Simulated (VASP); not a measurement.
# Zn in VASP: single point with PBE+D3(BJ)

Aim: the single point of Zn with PBE+D3(BJ).

All numbers are computed with VASP 6.6.1; they aren't measurements. Logs are shortened: lines on timing, memory, paths and dates and some standing lists are left out, and cuts for length are marked.

## (1) The cell of the first run

The cell holds a slab with vacuum, 12 atoms: a = 5.236 Å, b = 4.804 Å, c = 21.290 Å, α = 90.00°, β = 90.00°, γ = 90.00°.

## (2) Single point, PBE+D3(BJ)

File INCAR:

```
SYSTEM = Zn
  PREC = Accurate
  ENCUT = 520
  EDIFF = 1E-6
  ISMEAR = 0
  SIGMA = 0.1
  LREAL = .FALSE.
  LASPH = .TRUE.
  NELM = 60
  ALGO = Normal
  ISIF = 2
  LWAVE = .FALSE.
  LCHARG = .FALSE.
  LDIPOL = .TRUE.
  IDIPOL = 3
  DIPOL = 0.5 0.5 0.505
  GGA = PE
  IVDW = 12
  NBANDS = 84
```

File KPOINTS:

```
regular mesh
0
G
  4 4 1
  0 0 0
```

File POSCAR:

```
Zn
1.0
    5.2355063798      0.0000000000      0.0000000000
    0.0000000000      4.8035762477      0.0000000000
    0.0000000000      0.0000000000     21.2897617810
Zn
12
Direct
    0.5000000000      0.7500000000      0.3757674737
    0.0000000000      0.7500000000      0.3757674737
    0.7500000000      0.2500000000      0.4112624812
    0.2500000000      0.2500000000      0.4112624812
    0.7500000000      0.7500000000      0.4822524962
    0.2500000000      0.7500000000      0.4822524962
    0.0000000000      0.2500000000      0.5186718512
    0.5000000000      0.2500000000      0.5186718512
    0.0000000000      0.7500000000      0.6141067005
    0.5000000000      0.7500000000      0.6141067005
    0.2500000000      0.2500000000      0.6271095425
    0.7500000000      0.2500000000      0.6271095425
```

Potentials or basis: VASP PAW PBE potentials, release 64 (Zn).

The run is started by

```
> cat potpaw_PBE.64/Zn/POTCAR > POTCAR
> mpirun -np 1 vasp_std > vasp.out
```

OUTCAR:

```text
SYSTEM = Zn
   PREC = Accurate
   ENCUT = 520
   EDIFF = 1E-6
   ISMEAR = 0
   LREAL = .FALSE.
   LASPH = .TRUE.
   NELM = 60
   ISIF = 2
   GGA = PE
   IVDW = 12
 IVDW          = 12

 ion  position               nearest neighbor table
   1  0.500  0.750  0.376-   5 2.62   6 2.62   2 2.62   2 2.62   4 2.84   3 2.84   4 2.84   3 2.84

   2  0.000  0.750  0.376-   5 2.62   6 2.62   1 2.62   1 2.62   4 2.84   3 2.84   4 2.84   3 2.84

   3  0.750  0.250  0.411-   4 2.62   4 2.62   8 2.63   7 2.63   5 2.84   5 2.84   1 2.84   2 2.84
                             1 2.84   2 2.84
   4  0.250  0.250  0.411-   3 2.62   3 2.62   8 2.63   7 2.63   6 2.84   6 2.84   1 2.84   2 2.84
                             1 2.84   2 2.84
   5  0.750  0.750  0.482-   1 2.62   2 2.62   6 2.62   6 2.62   3 2.84   3 2.84   7 2.84   7 2.84
                             8 2.84   8 2.84
   6  0.250  0.750  0.482-   1 2.62   2 2.62   5 2.62   5 2.62   4 2.84   4 2.84   7 2.84   7 2.84
                             8 2.84   8 2.84
   7  0.000  0.250  0.519-   8 2.62   8 2.62   3 2.63   4 2.63  12 2.65  11 2.65   5 2.84   5 2.84
                             6 2.84   6 2.84
   8  0.500  0.250  0.519-   7 2.62   7 2.62   3 2.63   4 2.63  12 2.65  11 2.65   5 2.84   5 2.84
                             6 2.84   6 2.84
   9  0.000  0.750  0.614-  10 2.62  10 2.62  12 2.75  11 2.75  12 2.75  11 2.75
  10  0.500  0.750  0.614-   9 2.62   9 2.62  12 2.75  11 2.75  12 2.75  11 2.75
  11  0.250  0.250  0.627-  12 2.62  12 2.62   7 2.65   8 2.65   9 2.75   9 2.75  10 2.75  10 2.75

  12  0.750  0.250  0.627-  11 2.62  11 2.62   7 2.65   8 2.65   9 2.75   9 2.75  10 2.75  10 2.75

  LATTYP: Found a simple orthorhombic cell.
 ALAT       =     4.8035762477
 B/A-ratio  =     1.0899184503
 C/A-ratio  =     4.4320649206

  Lattice vectors:

 A1 = (   0.0000000000,  -4.8035762477,   0.0000000000)
 A2 = (   5.2355063798,   0.0000000000,   0.0000000000)
 A3 = (   0.0000000000,   0.0000000000,  21.2897617810)

Analysis of symmetry for initial positions (statically):
=====================================================================
 Subroutine PRICEL returns following result:

  LATTYP: Found a simple orthorhombic cell.
 ALAT       =     2.6177531899
 B/A-ratio  =     1.8349996731
 C/A-ratio  =     8.1328376805

  Lattice vectors:

 A1 = (   2.6177531899,   0.0000000000,   0.0000000000)
 A2 = (   0.0000000000,   4.8035762477,   0.0000000000)
 A3 = (   0.0000000000,   0.0000000000,  21.2897617810)

   2 primitive cells build up your supercell.

 Routine SETGRP: Setting up the symmetry group for a
 simple orthorhombic supercell.

 Subroutine GETGRP returns: Found  4 space group operations
 (whereof  2 operations were pure point group operations)
 out of a pool of  8 trial point group operations.

The static configuration has the point symmetry C_1h.
 The point group associated with its full space group is C_2v.

Analysis of symmetry for dynamics (positions and initial velocities):
=====================================================================
 Subroutine PRICEL returns following result:

  LATTYP: Found a simple orthorhombic cell.
 ALAT       =     2.6177531899
 B/A-ratio  =     1.8349996731
 C/A-ratio  =     8.1328376805

  Lattice vectors:

 A1 = (   2.6177531899,   0.0000000000,   0.0000000000)
 A2 = (   0.0000000000,   4.8035762477,   0.0000000000)
 A3 = (   0.0000000000,   0.0000000000,  21.2897617810)

   2 primitive cells build up your supercell.

 Routine SETGRP: Setting up the symmetry group for a
 simple orthorhombic supercell.

 Subroutine GETGRP returns: Found  4 space group operations
 (whereof  2 operations were pure point group operations)
 out of a pool of  8 trial point group operations.

The dynamic configuration has the point symmetry C_1h.
 The point group associated with its full space group is C_2v.

 Subroutine INISYM returns: Found  4 space group operations
 (whereof  2 operations are pure point group operations),
 and found     2 'primitive' translations

----------------------------------------------------------------------------------------

                                     Primitive cell

  volume of cell :     267.7097

  direct lattice vectors                    reciprocal lattice vectors
     2.617753190  0.000000000  0.000000000     0.382006984  0.000000000  0.000000000
     0.000000000  4.803576248  0.000000000     0.000000000  0.208178230  0.000000000
     0.000000000  0.000000000 21.289761781     0.000000000  0.000000000  0.046970934

  length of vectors
     2.617753190  4.803576248 21.289761781     0.382006984  0.208178230  0.046970934

  position of ions in fractional coordinates (direct lattice)
     0.000000000  0.750000000  0.375767474
     0.500000000  0.250000000  0.411262481
     0.500000000  0.750000000  0.482252496
     0.000000000  0.250000000  0.518671851
     0.000000000  0.750000000  0.614106701
     0.500000000  0.250000000  0.627109543

  ion indices of the primitive-cell ions
   primitive index   ion index
                 1           1
                 2           3
                 3           5
                 4           8
                 5          10
                 6          11

----------------------------------------------------------------------------------------

 KPOINTS: regular mesh

Automatic generation of k-mesh.
 Grid dimensions read from file:
 generate k-points for:    4    4    1

 Generating k-lattice:

  Cartesian coordinates                     Fractional coordinates (reciprocal lattice)
     0.047750873  0.000000000  0.000000000     0.250000000  0.000000000  0.000000000
     0.000000000  0.052044557  0.000000000     0.000000000  0.250000000  0.000000000
     0.000000000  0.000000000  0.046970934     0.000000000  0.000000000  1.000000000

  Length of vectors
     0.047750873  0.052044557  0.046970934

  Shift w.r.t. Gamma in fractional coordinates (k-lattice)
     0.000000000  0.000000000  0.000000000

 Subroutine IBZKPT returns following result:
 ===========================================

 Found      9 irreducible k-points:

 Following reciprocal coordinates:
            Coordinates               Weight
  0.000000  0.000000  0.000000      1.000000
  0.250000  0.000000  0.000000      2.000000
  0.500000  0.000000  0.000000      1.000000
  0.000000  0.250000  0.000000      2.000000
  0.250000  0.250000  0.000000      4.000000
  0.500000  0.250000  0.000000      2.000000
  0.000000  0.500000  0.000000      1.000000
  0.250000  0.500000  0.000000      2.000000
  0.500000  0.500000  0.000000      1.000000
   k-points           NKPTS =      9   k-points in BZ     NKDIM =      9   number of bands    NBANDS=     84
   number of dos      NEDOS =    301   number of ions     NIONS =     12
   total plane-waves  NPLWV = 230400
   dimension x,y,z NGX =    40 NGY =   36 NGZ =  160
   dimension x,y,z NGXF=    80 NGYF=   72 NGZF=  320
   ions per type =              12
   NGX,Y,Z   is equivalent  to a cutoff of  12.70, 12.46, 12.49 a.u.
   NGXF,Y,Z  is equivalent  to a cutoff of  25.40, 24.92, 24.99 a.u.
 SYSTEM =  Zn
   PREC   = accura    normal or accurate (medium, high low for compatibility)
   ISTART =      0    job   : 0-new  1-cont  2-samecut
   ICHARG =      2    charge: 1-file 2-atom 10-const
   ISPIN  =      1    spin polarized calculation?
   LNONCOLLINEAR =      F non collinear calculations
   LSORBIT =      F    spin-orbit coupling
   LASPH  =      T    aspherical Exc in radial PAW
   ENCUT  =  520.0 eV  38.22 Ry    6.18 a.u.   9.73  8.93 39.58*2*pi/ulx,y,z
   NELM   =     60;   NELMIN=  2; NELMDL= -5     # of ELM steps
   EDIFF  = 0.1E-05   stopping-criterion for ELM
   LREAL  =      F    real-space projection
   EDIFFG = 0.1E-04   stopping-criterion for IOM
   NSW    =      0    number of steps for IOM
   IBRION =     -1    ionic relax: 0-MD 1-quasi-New 2-CG
   NFREE  =      0    steps in history (QN), initial steepest desc. (CG)
   ISIF   =      2    stress and relaxation
   ISYM   =      2    0-nonsym 1-usesym 2-fastsym
   POTIM  = 0.5000    time-step for ionic-motion
   TEBEG  =    0.0;   TEEND  =   0.0 temperature during run
   PSTRESS=    0.0 pullay stress
   NELECT =     144.0000    total number of electrons
   NUPDOWN=      -1.0000    fix difference up-down
   EMIN   =  10.00;   EMAX   =-10.00  energy-range for DOS
   EFERMI =   0.00;   METHOD = LEGACY
   ISMEAR =     0;   SIGMA  =   0.10  broadening in eV -4-tet -1-fermi 0-gaus
   EFERMI_NEDOS =   21; number of points for ismear=-14 and -15
   IALGO  =     38    algorithm
   IMIX   =      4    mixing-type and parameters
     AMIX     =   0.40;   BMIX     =  1.00
     AMIX_MAG =   1.60;   BMIX_MAG =  1.00
  volume/ion in A,a.u.               =      44.62       301.10
  Fermi-wavevector in a.u.,A,eV,Ry     =   1.056731  1.996931 15.193347  1.116679
  Thomas-Fermi vector in A             =   2.191977
   LORBIT       =      0    0 simple, 1 ext, 2 COOP (PROOUT), +10 PAW based schemes
   GGA     = PE    functional components
   LHFCALC =     F    Hartree Fock is set to
   AEXX    =    0.0000 exact exchange contribution
   IVDW    =    12    specifies the selected vdW correction
   LEPSILON=     F    determine dielectric tensor
   LRPA    =     F    only Hartree local field effects (RPA)
 non-spin polarized calculation
 Gauss-broadening in eV      SIGMA  =   0.10
  energy-cutoff  :      520.00
  volume of cell :      535.42
 maximum number of plane-waves:     14453
 NGX is ok and might be reduce to    40
   NGX = 19   NGY = 17   NGZ = 79

 dipolmoment           0.000000      0.000000     -0.034048 electrons x Angstroem

 number of electron     144.0000083 magnetization

 dipolmoment           0.000000      0.000000      0.002559 electrons x Angstroem

 Free energy of the ion-electron system (eV)
  ---------------------------------------------------
  ext. energy  EPLUGINS =         0.00000000
  ---------------------------------------------------
  free energy    TOTEN  =       -11.21411070 eV

  energy without entropy =      -11.19161364  energy(sigma->0) =      -11.20286217

 E-fermi :  -1.8785     XC(G=0):  -4.7673

 val. band max:       -1.9035054448   @ k =   0.5000   0.2500   0.0000
 cond. band min:      -1.6721690138   @ k =   0.2500   0.2500   0.0000
 fundamental gap:      0.2313364309
 Fermi energy:        -1.8785469923

 k-point     1 :       0.0000    0.0000    0.0000
  band No.  band energies     occupation
      1     -11.5447      2.00000
      2     -10.2841      2.00000
      3     -10.0874      2.00000
      4      -9.9890      2.00000
      5      -9.9712      2.00000
      6      -9.9164      2.00000
[... 76 lines left out ...]
     83       2.1996      0.00000
     84       2.2253      0.00000

 k-point     2 :       0.2500    0.0000    0.0000
  band No.  band energies     occupation
      1     -11.1969      2.00000
      2     -10.0335      2.00000
      3      -9.9317      2.00000
      4      -9.9268      2.00000
      5      -9.8556      2.00000
      6      -9.8406      2.00000
[... 598 lines left out ...]
     83       3.5616      0.00000
     84       3.8454      0.00000

 k-point     9 :       0.5000    0.5000    0.0000
  band No.  band energies     occupation
      1      -9.8622      2.00000
      2      -9.8622      2.00000
      3      -9.8153      2.00000
      4      -9.8153      2.00000
      5      -9.6593      2.00000
      6      -9.6593      2.00000
[... 76 lines left out ...]
     83       3.7429      0.00000
     84       3.7429      0.00000

------------------------ aborting loop because EDIFF is reached ----------------------------------------

 vacuum level on the upper side and lower side of the slab       (xc-potential included)        -0.222        -0.222

 Edisp (eV)   -3.36932

 E8    (eV) :    -1.4787

  FORCE on cell =-STRESS in cart. coord.  units (eV):
  Direction    XX          YY          ZZ          XY          YZ          ZX
  --------------------------------------------------------------------------------------
  -------------------------------------------------------------------------------------
  Total      -9.19143    -6.60806     3.17294     0.00000     0.00000     0.00000
  in kB     -27.50422   -19.77380     9.49464     0.00000     0.00000     0.00000
  external pressure =      -12.59 kB  Pullay stress =        0.00 kB

 VOLUME and BASIS-vectors are now :
 -----------------------------------------------------------------------------
  energy-cutoff  :      520.00
  volume of cell :      535.42
      direct lattice vectors                 reciprocal lattice vectors
     5.235506380  0.000000000  0.000000000     0.191003492  0.000000000  0.000000000
     0.000000000  4.803576248  0.000000000     0.000000000  0.208178230  0.000000000
     0.000000000  0.000000000 21.289761781     0.000000000  0.000000000  0.046970934

 POSITION                                       TOTAL-FORCE (eV/Angst)
 -----------------------------------------------------------------------------------
      2.61775      3.60268      8.00000         0.000000     -0.000000     -0.205507
      0.00000      3.60268      8.00000         0.000000      0.000000     -0.205507
      3.92663      1.20089      8.75568         0.000000     -0.000000     -0.699986
      1.30888      1.20089      8.75568         0.000000      0.000000     -0.699986
      3.92663      3.60268     10.26704         0.000000     -0.000000      0.877403
      1.30888      3.60268     10.26704         0.000000      0.000000      0.877403
      0.00000      1.20089     11.04240         0.000000      0.000000      0.014461
      2.61775      1.20089     11.04240         0.000000      0.000000      0.014461
      0.00000      3.60268     13.07419         0.000000      0.000000      0.001614
      2.61775      3.60268     13.07419         0.000000      0.000000      0.001614
      1.30888      1.20089     13.35101        -0.000000      0.000000      0.012014
      3.92663      1.20089     13.35101         0.000000     -0.000000      0.012014
 -----------------------------------------------------------------------------------
    total drift:                               -0.000000      0.000000     -0.001272

  FREE ENERGIE OF THE ION-ELECTRON SYSTEM (eV)
  ---------------------------------------------------
  free  energy   TOTEN  =       -14.5834268590 eV

  energy  without entropy=      -14.5609297960  energy(sigma->0) =      -14.57217833

 vacuum level on the upper side and lower side of the slab         2.298         2.293
```

Run time: 8.8 min. Hardware: 1 thread of Intel Xeon 6975P-C (Granite Rapids), shared host; peak memory 0.64 GiB.

Results:

| Item | Value |
| --- | --- |
| Free energy | -14.5834 eV |
| Largest force | 0.877 eV/Å |
| Band gap on the k mesh | zero (bands 72 and 73 overlap by 0.07 eV) |
| Dispersion energy per atom | -0.281 eV |

Forces in eV/Å, atoms in the order of the input:
```
Zn   0.000  0.000 -0.206
Zn   0.000  0.000 -0.206
Zn   0.000  0.000 -0.700
Zn   0.000  0.000 -0.700
Zn   0.000  0.000  0.877
Zn   0.000  0.000  0.877
Zn   0.000  0.000  0.014
Zn   0.000  0.000  0.014
Zn   0.000  0.000  0.002
Zn   0.000  0.000  0.002
Zn   0.000  0.000  0.012
Zn   0.000  0.000  0.012
```

The gap in the log of VASP goes by the Fermi energy; the results here count the filled bands.